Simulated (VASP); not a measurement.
# ScSbTe3 (Pm-3m) in VASP: single point with PBE

Aim: the single point of ScSbTe3 with PBE.

Program: VASP 6.6.1. These are calculated values, not measurements. Logs are shortened: lines on timing, memory, paths and dates and some standing lists are left out, and cuts for length are marked.

### 1 The cell of the first run

Symmetry: Pm-3m, No. 221, cubic system. The conventional cell has a = 5.587 Å, b = 5.587 Å, c = 5.587 Å, α = 90.00°, β = 90.00°, γ = 90.00°. Within 3.7 Å of Sc (site symmetry m-3m) lie 6 Te at 2.79 Å. Within 5.2 Å of Sb (site symmetry m-3m) lie 12 Te at 3.95 Å and 8 Sc at 4.84 Å. Te (site symmetry 4/mmm) has 2 Sc at 2.79 Å within 3.7 Å.

### 2 Single point, PBE

File INCAR:

```
SYSTEM = ScSbTe3
PREC     = Accurate       ! precision mode
ENCUT    = 520            ! plane-wave cutoff, eV
EDIFF    = 1E-6           ! SCF threshold, eV
ISMEAR   = 0              ! smearing method
SIGMA    = 0.1            ! smearing width, eV
LREAL    = .FALSE.        ! projectors in reciprocal space
LASPH    = .TRUE.         ! aspherical terms in the spheres
NELM     = 80             ! most SCF steps
ALGO     = Normal         ! electronic algorithm
ISIF     = 2              ! what is computed and relaxed
LWAVE    = .FALSE.        ! write WAVECAR
LCHARG   = .FALSE.        ! write CHGCAR
GGA      = PE             ! functional
NBANDS   = 25             ! bands
```

File KPOINTS:

```
regular mesh
0
G
  4 4 4
  0 0 0
```

File POSCAR:

```
ScSbTe3
1.0
    5.5869799400      0.0000000000      0.0000000000
    0.0000000000      5.5869799400      0.0000000000
    0.0000000000      0.0000000000      5.5869799400
Sc Sb Te
1 1 3
Direct
    0.5000000000      0.5000000000      0.5000000000
    0.0000000000      0.0000000000      0.0000000000
    0.0000000000      0.5000000000      0.5000000000
    0.5000000000      0.0000000000      0.5000000000
    0.5000000000      0.5000000000      0.0000000000
```

Potentials or basis: VASP PAW PBE potentials, release 64 (Sc_sv, Sb, Te).

On the command line:

```
$ cat potpaw_PBE.64/Sc_sv/POTCAR potpaw_PBE.64/Sb/POTCAR potpaw_PBE.64/Te/POTCAR > POTCAR
$ mpirun -np 1 vasp_std > vasp.out
```

OUTCAR:

```text
SYSTEM = ScSbTe3
   PREC = Accurate
   ENCUT = 520
   EDIFF = 1E-6
   ISMEAR = 0
   LREAL = .FALSE.
   LASPH = .TRUE.
   NELM = 80
   ISIF = 2
   GGA = PE

 ion  position               nearest neighbor table
   1  0.500  0.500  0.500-   3 2.79   4 2.79   5 2.79   5 2.79   4 2.79   3 2.79
   2  0.000  0.000  0.000-
   3  0.000  0.500  0.500-   1 2.79   1 2.79
   4  0.500  0.000  0.500-   1 2.79   1 2.79
   5  0.500  0.500  0.000-   1 2.79   1 2.79

  LATTYP: Found a simple cubic cell.
 ALAT       =     5.5869799400

  Lattice vectors:

 A1 = (   5.5869799400,   0.0000000000,   0.0000000000)
 A2 = (   0.0000000000,   5.5869799400,   0.0000000000)
 A3 = (   0.0000000000,   0.0000000000,   5.5869799400)

Analysis of symmetry for initial positions (statically):
=====================================================================
 Subroutine PRICEL returns:
 Original cell was already a primitive cell.

 Routine SETGRP: Setting up the symmetry group for a
 simple cubic supercell.

 Subroutine GETGRP returns: Found 48 space group operations
 (whereof 48 operations were pure point group operations)
 out of a pool of 48 trial point group operations.

The static configuration has the point symmetry O_h .

Analysis of symmetry for dynamics (positions and initial velocities):
=====================================================================
 Subroutine PRICEL returns:
 Original cell was already a primitive cell.

 Routine SETGRP: Setting up the symmetry group for a
 simple cubic supercell.

 Subroutine GETGRP returns: Found 48 space group operations
 (whereof 48 operations were pure point group operations)
 out of a pool of 48 trial point group operations.

The dynamic configuration has the point symmetry O_h .

 Subroutine INISYM returns: Found 48 space group operations
 (whereof 48 operations are pure point group operations),
 and found     1 'primitive' translations

----------------------------------------------------------------------------------------

                                     Primitive cell

  volume of cell :     174.3939

  direct lattice vectors                    reciprocal lattice vectors
     5.586979940  0.000000000  0.000000000     0.178987577  0.000000000  0.000000000
     0.000000000  5.586979940  0.000000000     0.000000000  0.178987577  0.000000000
     0.000000000  0.000000000  5.586979940     0.000000000  0.000000000  0.178987577

  length of vectors
     5.586979940  5.586979940  5.586979940     0.178987577  0.178987577  0.178987577

  position of ions in fractional coordinates (direct lattice)
     0.500000000  0.500000000  0.500000000
     0.000000000  0.000000000  0.000000000
     0.000000000  0.500000000  0.500000000
     0.500000000  0.000000000  0.500000000
     0.500000000  0.500000000  0.000000000

  ion indices of the primitive-cell ions
   primitive index   ion index
                 1           1
                 2           2
                 3           3
                 4           4
                 5           5

----------------------------------------------------------------------------------------

 KPOINTS: regular mesh

Automatic generation of k-mesh.
 Grid dimensions read from file:
 generate k-points for:    4    4    4

 Generating k-lattice:

  Cartesian coordinates                     Fractional coordinates (reciprocal lattice)
     0.044746894  0.000000000  0.000000000     0.250000000  0.000000000  0.000000000
     0.000000000  0.044746894  0.000000000     0.000000000  0.250000000  0.000000000
     0.000000000  0.000000000  0.044746894     0.000000000  0.000000000  0.250000000

  Length of vectors
     0.044746894  0.044746894  0.044746894

  Shift w.r.t. Gamma in fractional coordinates (k-lattice)
     0.000000000  0.000000000  0.000000000

 Subroutine IBZKPT returns following result:
 ===========================================

 Found     10 irreducible k-points:

 Following reciprocal coordinates:
            Coordinates               Weight
  0.000000  0.000000  0.000000      1.000000
  0.250000  0.000000  0.000000      6.000000
  0.500000  0.000000  0.000000      3.000000
  0.250000  0.250000  0.000000     12.000000
  0.500000  0.250000  0.000000     12.000000
  0.500000  0.500000  0.000000      3.000000
  0.250000  0.250000  0.250000      8.000000
  0.500000  0.250000  0.250000     12.000000
  0.500000  0.500000  0.250000      6.000000
  0.500000  0.500000  0.500000      1.000000
   k-points           NKPTS =     10   k-points in BZ     NKDIM =     10   number of bands    NBANDS=     25
   number of dos      NEDOS =    301   number of ions     NIONS =      5
   total plane-waves  NPLWV =  74088
   dimension x,y,z NGX =    42 NGY =   42 NGZ =   42
   dimension x,y,z NGXF=    84 NGYF=   84 NGZF=   84
   ions per type =               1   1   3
   NGX,Y,Z   is equivalent  to a cutoff of  12.50, 12.50, 12.50 a.u.
   NGXF,Y,Z  is equivalent  to a cutoff of  25.00, 25.00, 25.00 a.u.
 SYSTEM =  ScSbTe3
   PREC   = accura    normal or accurate (medium, high low for compatibility)
   ISTART =      0    job   : 0-new  1-cont  2-samecut
   ICHARG =      2    charge: 1-file 2-atom 10-const
   ISPIN  =      1    spin polarized calculation?
   LNONCOLLINEAR =      F non collinear calculations
   LSORBIT =      F    spin-orbit coupling
   LASPH  =      T    aspherical Exc in radial PAW
   ENCUT  =  520.0 eV  38.22 Ry    6.18 a.u.  10.39 10.39 10.39*2*pi/ulx,y,z
   NELM   =     80;   NELMIN=  2; NELMDL= -5     # of ELM steps
   EDIFF  = 0.1E-05   stopping-criterion for ELM
   LREAL  =      F    real-space projection
   EDIFFG = 0.1E-04   stopping-criterion for IOM
   NSW    =      0    number of steps for IOM
   IBRION =     -1    ionic relax: 0-MD 1-quasi-New 2-CG
   NFREE  =      0    steps in history (QN), initial steepest desc. (CG)
   ISIF   =      2    stress and relaxation
   ISYM   =      2    0-nonsym 1-usesym 2-fastsym
   POTIM  = 0.5000    time-step for ionic-motion
   TEBEG  =    0.0;   TEEND  =   0.0 temperature during run
   PSTRESS=    0.0 pullay stress
   NELECT =      34.0000    total number of electrons
   NUPDOWN=      -1.0000    fix difference up-down
   EMIN   =  10.00;   EMAX   =-10.00  energy-range for DOS
   EFERMI =   0.00;   METHOD = LEGACY
   ISMEAR =     0;   SIGMA  =   0.10  broadening in eV -4-tet -1-fermi 0-gaus
   EFERMI_NEDOS =   21; number of points for ismear=-14 and -15
   IALGO  =     38    algorithm
   IMIX   =      4    mixing-type and parameters
     AMIX     =   0.40;   BMIX     =  1.00
     AMIX_MAG =   1.60;   BMIX_MAG =  1.00
  volume/ion in A,a.u.               =      34.88       235.37
  Fermi-wavevector in a.u.,A,eV,Ry     =   0.949272  1.793864 12.260447  0.901117
  Thomas-Fermi vector in A             =   2.077539
   LORBIT       =      0    0 simple, 1 ext, 2 COOP (PROOUT), +10 PAW based schemes
   GGA     = PE    functional components
   LHFCALC =     F    Hartree Fock is set to
   AEXX    =    0.0000 exact exchange contribution
   IVDW    =     0    specifies the selected vdW correction
   LEPSILON=     F    determine dielectric tensor
   LRPA    =     F    only Hartree local field effects (RPA)
 non-spin polarized calculation
 Gauss-broadening in eV      SIGMA  =   0.10
  energy-cutoff  :      520.00
  volume of cell :      174.39
 maximum number of plane-waves:      4713
 NGX is ok and might be reduce to    42
   NGX = 21   NGY = 21   NGZ = 21

 number of electron      34.0000011 magnetization

 Free energy of the ion-electron system (eV)
  ---------------------------------------------------
  ext. energy  EPLUGINS =         0.00000000
  ---------------------------------------------------
  free energy    TOTEN  =       -20.01689674 eV

  energy without entropy =      -19.98189619  energy(sigma->0) =      -19.99939646

 E-fermi :   4.1795     XC(G=0):  -8.8506

 val. band max:        4.1591562462   @ k =   0.5000   0.2500   0.0000
 cond. band min:       4.1859569148   @ k =   0.2500   0.2500   0.0000
 fundamental gap:      0.0268006686
 Fermi energy:         4.1795155201

 k-point     1 :       0.0000    0.0000    0.0000
  band No.  band energies     occupation
      1     -45.3256      2.00000
      2     -23.9917      2.00000
      3     -23.9917      2.00000
      4     -23.9917      2.00000
      5      -7.2280      2.00000
      6      -5.7909      2.00000
[... 17 lines left out ...]
     24       6.5295      0.00000
     25       6.5295      0.00000

 k-point     2 :       0.2500    0.0000    0.0000
  band No.  band energies     occupation
      1     -45.3257      2.00000
      2     -23.9916      2.00000
      3     -23.9916      2.00000
      4     -23.9915      2.00000
      5      -7.0416      2.00000
      6      -5.9374      2.00000
[... 17 lines left out ...]
     24       6.5549      0.00000
     25       7.0972      0.00000

 k-point     3 :       0.5000    0.0000    0.0000
  band No.  band energies     occupation
      1     -45.3258      2.00000
      2     -23.9914      2.00000
      3     -23.9914      2.00000
      4     -23.9912      2.00000
      5      -6.7317      2.00000
      6      -6.2285      2.00000
[... 17 lines left out ...]
     24       6.8328      0.00000
     25       7.2607      0.00000

 k-point     4 :       0.2500    0.2500    0.0000
  band No.  band energies     occupation
      1     -45.3258      2.00000
      2     -23.9914      2.00000
      3     -23.9913      2.00000
      4     -23.9913      2.00000
      5      -6.8629      2.00000
      6      -5.9426      2.00000
[... 17 lines left out ...]
     24       6.7556      0.00000
     25       7.9481      0.00000

 k-point     5 :       0.5000    0.2500    0.0000
  band No.  band energies     occupation
      1     -45.3259      2.00000
      2     -23.9913      2.00000
      3     -23.9912      2.00000
      4     -23.9911      2.00000
      5      -6.5659      2.00000
      6      -6.1580      2.00000
[... 17 lines left out ...]
     24       6.7814      0.00000
     25       8.2880      0.00000

 k-point     6 :       0.5000    0.5000    0.0000
  band No.  band energies     occupation
      1     -45.3259      2.00000
      2     -23.9912      2.00000
      3     -23.9910      2.00000
      4     -23.9910      2.00000
      5      -6.2754      2.00000
      6      -6.0783      2.00000
[... 17 lines left out ...]
     24       6.8624      0.00000
     25       9.8376      0.00000

 k-point     7 :       0.2500    0.2500    0.2500
  band No.  band energies     occupation
      1     -45.3259      2.00000
      2     -23.9912      2.00000
      3     -23.9912      2.00000
      4     -23.9912      2.00000
      5      -6.6943      2.00000
      6      -5.9244      2.00000
[... 17 lines left out ...]
     24       7.8918      0.00000
     25       7.8918      0.00000

 k-point     8 :       0.5000    0.2500    0.2500
  band No.  band energies     occupation
      1     -45.3259      2.00000
      2     -23.9911      2.00000
      3     -23.9911      2.00000
      4     -23.9910      2.00000
      5      -6.4156      2.00000
      6      -6.1075      2.00000
[... 17 lines left out ...]
     24       7.7659      0.00000
     25       8.4168      0.00000

 k-point     9 :       0.5000    0.5000    0.2500
  band No.  band energies     occupation
      1     -45.3260      2.00000
      2     -23.9910      2.00000
      3     -23.9909      2.00000
      4     -23.9909      2.00000
      5      -6.1569      2.00000
      6      -6.0532      2.00000
[... 17 lines left out ...]
     24       7.8780      0.00000
     25       9.8963      0.00000

 k-point    10 :       0.5000    0.5000    0.5000
  band No.  band energies     occupation
      1     -45.3261      2.00000
      2     -23.9908      2.00000
      3     -23.9908      2.00000
      4     -23.9908      2.00000
      5      -6.0275      2.00000
      6      -6.0275      2.00000
[... 17 lines left out ...]
     24       9.3469      0.00000
     25       9.3469      0.00000

------------------------ aborting loop because EDIFF is reached ----------------------------------------

  FORCE on cell =-STRESS in cart. coord.  units (eV):
  Direction    XX          YY          ZZ          XY          YZ          ZX
  --------------------------------------------------------------------------------------
  -------------------------------------------------------------------------------------
  Total       -1.4874569     -1.4874569     -1.4874569     -0.0000000     -0.0000000      0.0000000
  in kB      -13.6654409    -13.6654409    -13.6654409     -0.0000000     -0.0000000      0.0000000
  external PRESSURE =     -13.6654409 kB  Pullay stress =       0.0000000 kB

 VOLUME and BASIS-vectors are now :
 -----------------------------------------------------------------------------
  energy-cutoff  :      520.00
  volume of cell :      174.39
      direct lattice vectors                 reciprocal lattice vectors
     5.586979940  0.000000000  0.000000000     0.178987577  0.000000000  0.000000000
     0.000000000  5.586979940  0.000000000     0.000000000  0.178987577  0.000000000
     0.000000000  0.000000000  5.586979940     0.000000000  0.000000000  0.178987577

 POSITION                                       TOTAL-FORCE (eV/Angst)
 -----------------------------------------------------------------------------------
      2.79349      2.79349      2.79349         0.000000      0.000000      0.000000
      0.00000      0.00000      0.00000         0.000000      0.000000      0.000000
      0.00000      2.79349      2.79349         0.000000      0.000000      0.000000
      2.79349      0.00000      2.79349         0.000000      0.000000      0.000000
      2.79349      2.79349      0.00000         0.000000      0.000000      0.000000
 -----------------------------------------------------------------------------------
    total drift:                                0.000000     -0.000000     -0.000000

  FREE ENERGIE OF THE ION-ELECTRON SYSTEM (eV)
  ---------------------------------------------------
  free  energy   TOTEN  =       -20.0168967379 eV

  energy  without entropy=      -19.9818961871  energy(sigma->0) =      -19.99939646
```

It took 44 s on 1 thread of AMD EPYC 7R13 (Zen 3), shared host; peak memory 0.24 GiB.

Results:

```yaml
Free_energy: -20.0169 eV
Pressure: -1.4 GPa
Band_gap_on_the_k_mesh: zero (band 17 reaches 4.91 eV, above the bottom of band 18 at 4.08 eV)
```

Caveat: spin-orbit coupling is left out, which moves the levels of the heavy elements.
